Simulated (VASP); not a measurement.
Set up this calculation in VASP 6.6.1, as the native input.

```yaml
Task: single point
Functional: PBEsol
Potentials_or_basis: VASP PAW PBE potentials, release 64 (Ga_d, N)
Cutoff: 520 eV
k_mesh: 8 × 8 × 8
Occupations: gaussian, width 0.01 eV
Spin: non-collinear spin, zero start, spin-orbit coupling
Starting_moments: "[[0.0, 0.0, 0.0], [0.0, 0.0, 0.0]] μB"
Dipole_correction: no
Further_INCAR_settings: ALGO = Normal; EDIFF = 1e-07; NBANDS = 30
```

The structure of GaN lies in POSCAR:

```
GaN
1.0
    0.0000000000      2.2491336651      2.2491336651
    2.2491336651      0.0000000000      2.2491336651
    2.2491336651      2.2491336651      0.0000000000
Ga N
1 1
Direct
    0.0000000000      0.0000000000      0.0000000000
    0.2500000000      0.2500000000      0.2500000000
```

One way to write it, as run:

INCAR

```
ALGO = Normal
EDIFF = 1E-7
ENCUT = 520
GGA = PS
GGA_COMPAT = F
ISIF = 2
ISMEAR = 0
LASPH = T
LCHARG = F
LORBIT = 11
LORBMOM = T
LREAL = F
LSORBIT = T
LWAVE = F
MAGMOM = 0 0 0 0 0 0
NBANDS = 30
NELM = 150
PREC = Accurate
SIGMA = 0.01
```

KPOINTS

```
k-points
0
Gamma
  8 8 8
```

Potentials or basis: VASP PAW PBE potentials, release 64 (Ga_d, N).

The run is started by

```bash
$ cat potpaw_PBE.64/Ga_d/POTCAR potpaw_PBE.64/N/POTCAR > POTCAR
$ mpirun -np 1 vasp_ncl > vasp.out
```

Results of the run:

The pressure is -0.3 GPa, the net moment is 0.00 μB per cell and the valence electrons inside the program's atomic spheres are Ga 11.89; N 3.73.

Caveat: the PAW data sets were made with another functional, which shifts forces and pressure a little.

Run time: 27 s on 1 thread of Intel(R) Xeon(R) 6975P-C (Granite Rapids), with other jobs on the host, peak memory 0.22 GiB.
